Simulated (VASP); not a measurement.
# HgTe (Coloradoite) (P1) in VASP: a series of runs

Runs on HgTe (Coloradoite). Level: PBE. Tasks: single point.

Program: VASP 6.6.1. These are calculated values, not measurements. Logs are shortened: lines on timing, memory, paths and dates and some standing lists are left out, and cuts for length are marked.

## (1) The cell of the first run

The typed cell holds 2 atoms: a = 4.483 Å, b = 4.512 Å, c = 4.587 Å, α = 60.67°, β = 59.59°, γ = 60.78°.

## (2) Single point, PBE

INCAR reads:

```
PREC = Accurate
ENCUT = 500
EDIFF = 1E-6
ISMEAR = 0
SIGMA = 0.01
LREAL = False
LASPH = True
NELM = 120
ALGO = Normal
ISIF = 2
LWAVE = False
LCHARG = False
GGA = PE
NBANDS = 16
GGA_COMPAT = False
```

KPOINTS reads:

```
Automatic mesh
0
Gamma
  3 3 3
```

POSCAR reads:

```
HgTe
1.0
    0.0147400000      3.2111200000      3.1275700000
    3.2112800000     -0.0273100000      3.1696200000
    3.2224200000      3.2643200000     -0.0384600000
Hg Te
1 1
Direct
    0.0015000000      0.9970100000      0.0008700000
    0.2536100000      0.2585600000      0.2402600000
```

Potentials or basis: VASP PAW PBE potentials, release 64 (Hg, Te).

Started as:

```console
$ cat potpaw_PBE.64/Hg/POTCAR potpaw_PBE.64/Te/POTCAR > POTCAR
$ mpirun -np 1 vasp_std > vasp.out
```

OUTCAR:

```text
PREC = Accurate
   ENCUT = 500
   EDIFF = 1E-6
   ISMEAR = 0
   LREAL = False
   LASPH = True
   NELM = 120
   ISIF = 2
   GGA = PE

 ion  position               nearest neighbor table
   1  0.002  0.997  0.001-   2 2.74   2 2.75   2 2.78   2 2.85
   2  0.254  0.259  0.240-   1 2.74   1 2.75   1 2.78   1 2.85

  LATTYP: Found a triclinic cell.
 ALAT       =     4.5505016250
 B/A-ratio  =     0.9915734226
 C/A-ratio  =     0.9905070103
 COS(alpha) =     0.0129903702
 COS(beta)  =     0.4850230245
 COS(gamma) =     0.5107352017

  Lattice vectors:

 A1 = (  -3.1965400000,   3.2384300000,  -0.0420500000)
 A2 = (  -3.2112800000,   0.0273100000,  -3.1696200000)
 A3 = (  -3.2076800000,  -0.0532000000,   3.1660300000)

Analysis of symmetry for initial positions (statically):
=====================================================================
 Subroutine PRICEL returns:
 Original cell was already a primitive cell.

 Routine SETGRP: Setting up the symmetry group for a
 triclinic supercell.

 Subroutine GETGRP returns: Found  1 space group operations
 (whereof  1 operations were pure point group operations)
 out of a pool of  2 trial point group operations.

The static configuration has the point symmetry C_1 .

Analysis of symmetry for dynamics (positions and initial velocities):
=====================================================================
 Subroutine PRICEL returns:
 Original cell was already a primitive cell.

 Routine SETGRP: Setting up the symmetry group for a
 triclinic supercell.

 Subroutine GETGRP returns: Found  1 space group operations
 (whereof  1 operations were pure point group operations)
 out of a pool of  2 trial point group operations.

The dynamic configuration has the point symmetry C_1 .

 Subroutine INISYM returns: Found  1 space group operations
 (whereof  1 operations are pure point group operations),
 and found     1 'primitive' translations

----------------------------------------------------------------------------------------

                                     Primitive cell

  volume of cell :      66.1024

  direct lattice vectors                    reciprocal lattice vectors
     0.014740000  3.211120000  3.127570000    -0.156508666  0.156383846  0.159913173
     3.211280000 -0.027310000  3.169620000     0.156316318 -0.152474131  0.155810622
     3.222420000  3.264320000 -0.038460000     0.155265754  0.151231692 -0.156003456

  length of vectors
     4.482544258  4.512156471  4.587074764     0.272989180  0.268253801  0.267049728

  position of ions in fractional coordinates (direct lattice)
     0.001500000  0.997010000  0.000870000
     0.253610000  0.258560000  0.240260000

  ion indices of the primitive-cell ions
   primitive index   ion index
                 1           1
                 2           2

----------------------------------------------------------------------------------------

 KPOINTS: Automatic mesh

Automatic generation of k-mesh.
 Grid dimensions read from file:
 generate k-points for:    3    3    3

 Generating k-lattice:

  Cartesian coordinates                     Fractional coordinates (reciprocal lattice)
    -0.052169555  0.052127949  0.053304391     0.333333333  0.000000000 -0.000000000
     0.052105439 -0.050824710  0.051936874    -0.000000000  0.333333333  0.000000000
     0.051755251  0.050410564 -0.052001152     0.000000000 -0.000000000  0.333333333

  Length of vectors
     0.090996393  0.089417934  0.089016576

  Shift w.r.t. Gamma in fractional coordinates (k-lattice)
     0.000000000  0.000000000  0.000000000

 Subroutine IBZKPT returns following result:
 ===========================================

 Found     14 irreducible k-points:

 Following reciprocal coordinates:
            Coordinates               Weight
  0.000000  0.000000  0.000000      1.000000
  0.333333  0.000000  0.000000      2.000000
  0.000000  0.333333  0.000000      2.000000
  0.333333  0.333333  0.000000      2.000000
 -0.333333  0.333333  0.000000      2.000000
  0.000000  0.000000  0.333333      2.000000
  0.333333  0.000000  0.333333      2.000000
 -0.333333 -0.000000  0.333333      2.000000
  0.000000  0.333333  0.333333      2.000000
  0.333333  0.333333  0.333333      2.000000
 -0.333333  0.333333  0.333333      2.000000
  0.000000 -0.333333  0.333333      2.000000
  0.333333 -0.333333  0.333333      2.000000
 -0.333333 -0.333333  0.333333      2.000000
   k-points           NKPTS =     14   k-points in BZ     NKDIM =     14   number of bands    NBANDS=     16
   number of dos      NEDOS =    301   number of ions     NIONS =      2
   total plane-waves  NPLWV =  46656
   dimension x,y,z NGX =    36 NGY =   36 NGZ =   36
   dimension x,y,z NGXF=    72 NGYF=   72 NGZF=   72
   ions per type =               1   1
   NGX,Y,Z   is equivalent  to a cutoff of  13.35, 13.26, 13.05 a.u.
   NGXF,Y,Z  is equivalent  to a cutoff of  26.70, 26.53, 26.09 a.u.
 SYSTEM =  unknown system
   PREC   = accura    normal or accurate (medium, high low for compatibility)
   ISTART =      0    job   : 0-new  1-cont  2-samecut
   ICHARG =      2    charge: 1-file 2-atom 10-const
   ISPIN  =      1    spin polarized calculation?
   LNONCOLLINEAR =      F non collinear calculations
   LSORBIT =      F    spin-orbit coupling
   LASPH  =      T    aspherical Exc in radial PAW
   ENCUT  =  500.0 eV  36.75 Ry    6.06 a.u.   8.17  8.23  8.36*2*pi/ulx,y,z
   NELM   =    120;   NELMIN=  2; NELMDL= -5     # of ELM steps
   EDIFF  = 0.1E-05   stopping-criterion for ELM
   LREAL  =      F    real-space projection
[... 7 lines left out ...]
   TEBEG  =    0.0;   TEEND  =   0.0 temperature during run
   PSTRESS=    0.0 pullay stress
   NELECT =      18.0000    total number of electrons
   NUPDOWN=      -1.0000    fix difference up-down
   EMIN   =  10.00;   EMAX   =-10.00  energy-range for DOS
   EFERMI =   0.00;   METHOD = LEGACY
   ISMEAR =     0;   SIGMA  =   0.01  broadening in eV -4-tet -1-fermi 0-gaus
   EFERMI_NEDOS =   21; number of points for ismear=-14 and -15
   IALGO  =     38    algorithm
   IMIX   =      4    mixing-type and parameters
     AMIX     =   0.40;   BMIX     =  1.00
     AMIX_MAG =   1.60;   BMIX_MAG =  1.00
  volume/ion in A,a.u.               =      33.05       223.04
  Fermi-wavevector in a.u.,A,eV,Ry     =   1.061109  2.005205 15.319501  1.125952
  Thomas-Fermi vector in A             =   2.196513
   LORBIT       =      0    0 simple, 1 ext, 2 COOP (PROOUT), +10 PAW based schemes
   GGA     = PE    functional components
   LHFCALC =     F    Hartree Fock is set to
   AEXX    =    0.0000 exact exchange contribution
   IVDW    =     0    specifies the selected vdW correction
   LEPSILON=     F    determine dielectric tensor
   LRPA    =     F    only Hartree local field effects (RPA)
 non-spin polarized calculation
 Gauss-broadening in eV      SIGMA  =   0.01
  energy-cutoff  :      500.00
  volume of cell :       66.10
 maximum number of plane-waves:      1689
 NGX is ok and might be reduce to    36
   NGX = 17   NGY = 17   NGZ = 17

 number of electron      18.0000000 magnetization

 Free energy of the ion-electron system (eV)
  ---------------------------------------------------
  ext. energy  EPLUGINS =         0.00000000
  ---------------------------------------------------
  free energy    TOTEN  =        -3.20247273 eV

  energy without entropy =       -3.20246486  energy(sigma->0) =       -3.20246880

 E-fermi :   3.4339     XC(G=0):  -8.7966

 val. band max:        3.4139567365   @ k =   0.0000   0.0000   0.0000
 cond. band min:       3.4538138682   @ k =   0.0000   0.0000   0.0000
 fundamental gap:      0.0398571318
 Fermi energy:         3.4338853029

 k-point     1 :       0.0000    0.0000    0.0000
  band No.  band energies     occupation
      1      -8.7368      2.00000
      2      -4.1965      2.00000
      3      -4.1710      2.00000
      4      -4.0895      2.00000
      5      -3.6202      2.00000
      6      -3.5943      2.00000
[... 8 lines left out ...]
     15      12.7867      0.00000
     16      13.0461      0.00000

 k-point     2 :       0.3333    0.0000    0.0000
  band No.  band energies     occupation
      1      -8.2715      2.00000
      2      -4.0482      2.00000
      3      -4.0088      2.00000
      4      -3.8264      2.00000
      5      -3.6066      2.00000
      6      -3.5987      2.00000
[... 8 lines left out ...]
     15      12.1292      0.00000
     16      12.3026      0.00000

 k-point     3 :       0.0000    0.3333    0.0000
  band No.  band energies     occupation
      1      -8.2892      2.00000
      2      -4.0581      2.00000
      3      -4.0053      2.00000
      4      -3.8296      2.00000
      5      -3.6072      2.00000
      6      -3.5989      2.00000
[... 8 lines left out ...]
     15      12.1793      0.00000
     16      12.3534      0.00000

 k-point     4 :       0.3333    0.3333    0.0000
  band No.  band energies     occupation
      1      -8.1362      2.00000
      2      -4.0302      2.00000
      3      -3.9498      2.00000
      4      -3.8446      2.00000
      5      -3.5683      2.00000
      6      -3.5397      2.00000
[... 8 lines left out ...]
     15      13.3462      0.00000
     16      15.1340      0.00000
[... 134 lines left out ...]
 k-point    12 :       0.0000   -0.3333    0.3333
  band No.  band energies     occupation
      1      -7.9896      2.00000
      2      -3.9831      2.00000
      3      -3.9239      2.00000
      4      -3.6691      2.00000
      5      -3.5925      2.00000
      6      -3.1500      2.00000
[... 8 lines left out ...]
     15      12.5289      0.00000
     16      15.1671      0.00000

 k-point    13 :       0.3333   -0.3333    0.3333
  band No.  band energies     occupation
      1      -7.9720      2.00000
      2      -3.9731      2.00000
      3      -3.8738      2.00000
      4      -3.6773      2.00000
      5      -3.5975      2.00000
      6      -3.1401      2.00000
[... 8 lines left out ...]
     15      12.5148      0.00000
     16      15.0193      0.00000

 k-point    14 :      -0.3333   -0.3333    0.3333
  band No.  band energies     occupation
      1      -7.9901      2.00000
      2      -3.9832      2.00000
      3      -3.9454      2.00000
      4      -3.6500      2.00000
      5      -3.6041      2.00000
      6      -3.1300      2.00000
[... 8 lines left out ...]
     15      12.3920      0.00000
     16      15.3545      0.00000

------------------------ aborting loop because EDIFF is reached ----------------------------------------

  FORCE on cell =-STRESS in cart. coord.  units (eV):
  Direction    XX          YY          ZZ          XY          YZ          ZX
  --------------------------------------------------------------------------------------
  -------------------------------------------------------------------------------------
  Total        2.7363695      2.6630612      2.5732376     -0.3821787      0.3322980      0.2220710
  in kB       66.3235666     64.5467351     62.3696087     -9.2631703      8.0541720      5.3825119
  external PRESSURE =      64.4133035 kB  Pullay stress =       0.0000000 kB

 VOLUME and BASIS-vectors are now :
 -----------------------------------------------------------------------------
  energy-cutoff  :      500.00
  volume of cell :       66.10
      direct lattice vectors                 reciprocal lattice vectors
     0.014740000  3.211120000  3.127570000    -0.156508666  0.156383846  0.159913173
     3.211280000 -0.027310000  3.169620000     0.156316318 -0.152474131  0.155810622
     3.222420000  3.264320000 -0.038460000     0.155265754  0.151231692 -0.156003456

 POSITION                                       TOTAL-FORCE (eV/Angst)
 -----------------------------------------------------------------------------------
      3.20450     -0.01957      3.16480        -0.168841     -0.087444      0.220946
      1.60827      1.59160      1.60348         0.168841      0.087444     -0.220946
 -----------------------------------------------------------------------------------
    total drift:                               -0.000006      0.000493      0.000428

  FREE ENERGIE OF THE ION-ELECTRON SYSTEM (eV)
  ---------------------------------------------------
  free  energy   TOTEN  =        -3.2024727330 eV

  energy  without entropy=       -3.2024648571  energy(sigma->0) =       -3.20246880
```

Run time: 29 s. Hardware: 1 thread of Intel Xeon 8259CL, shared host; peak memory 0.2 GiB.

What came out:

- Free energy: -3.2025 eV
- Pressure: 6.4 GPa
- Largest force: 0.291 eV/Å
- Band gap on the k mesh: 0.04 eV, direct

Forces in eV/Å, atoms in the order of the input:
```
Hg  -0.169 -0.087  0.221
Te   0.169  0.087 -0.221
```

Caveat: the k points lie up to 0.57 Å⁻¹ apart; spin-orbit coupling is left out, which moves the levels of the heavy elements.

(Part 1 of 3 ends here.)
